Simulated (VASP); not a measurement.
Write the native input for VASP 6.6.1 that does the following.

```yaml
Task: single point
Functional: PBEsol
Potentials_or_basis: VASP PAW PBE potentials, release 64 (Mn_pv, S)
Cutoff: 520 eV
k_mesh: 6 × 6 × 6
Occupations: gaussian, width 0.05 eV
Spin: collinear spin, ferromagnetic start
Starting_moments: "[4.47, 4.47, 0.13, 0.13] μB"
Hubbard_terms: Mn d U = 4.0 eV, J = 0.9 eV
Dipole_correction: no
LDAUTYPE: 1
Hund's_J: 0.9
Further_INCAR_settings: ALGO = Normal; EDIFF = 1e-06; NBANDS = 31
```

The structure of MnS lies in POSCAR:

```
MnS
1.0
    0.0000000000      2.6122498900      2.6122498900
    5.2244997800      2.6122498900      2.6122498900
    5.2244997800      5.2244997800      0.0000000000
Mn S
2 2
Direct
    0.0000000000      0.0000000000      0.0000000000
    0.0000000000      0.0000000000      0.5000000000
    0.5000000000      0.5000000000      0.0000000000
    0.5000000000      0.5000000000      0.5000000000
```

The input as run:

INCAR

```
SYSTEM = MnS
PREC = Accurate ; ENCUT = 520
EDIFF = 1E-6 ; ISMEAR = 0
SIGMA = 0.05 ; LREAL = .False.
LASPH = .True. ; NELM = 150
ALGO = Normal ; ISIF = 2
LWAVE = .False. ; LCHARG = .False.
ISPIN = 2 ; MAGMOM = 4.47 4.47 0.13 0.13
LORBIT = 11 ; LMAXMIX = 4
LDAU = .True. ; LDAUTYPE = 1
LDAUL = 2 -1 ; LDAUU = 4 0
LDAUJ = 0.9 0 ; LDAUPRINT = 1
GGA = PS ; NBANDS = 31
```

KPOINTS

```
regular mesh
0
Gamma
  6 6 6
  0 0 0
```

Potentials or basis: VASP PAW PBE potentials, release 64 (Mn_pv, S).

Launch:

```console
$ cat potpaw_PBE.64/Mn_pv/POTCAR potpaw_PBE.64/S/POTCAR > POTCAR
$ mpirun -np 1 vasp_std > vasp.out
```

Results of the run:

| Quantity | Value |
| --- | --- |
| Pressure | -1.0 GPa |
| Band gap on the k mesh | 0.19 eV |
| Net moment | 10.00 μB per cell |
| Site moments | Mn +4.55; S +0.10 μB |
| Valence electrons inside the program's atomic spheres | Mn 11.28; S 3.74 |

Caveat: the PAW data sets were made with another functional, which shifts forces and pressure a little; only a ferromagnetic start was run, and an antiferromagnetic order may lie lower in energy.

It took 3.9 min on 1 thread of Intel(R) Xeon(R) Platinum 8259CL CPU @ 2.50GHz (Skylake/Cascade Lake), on a shared host, peak memory 0.38 GiB.
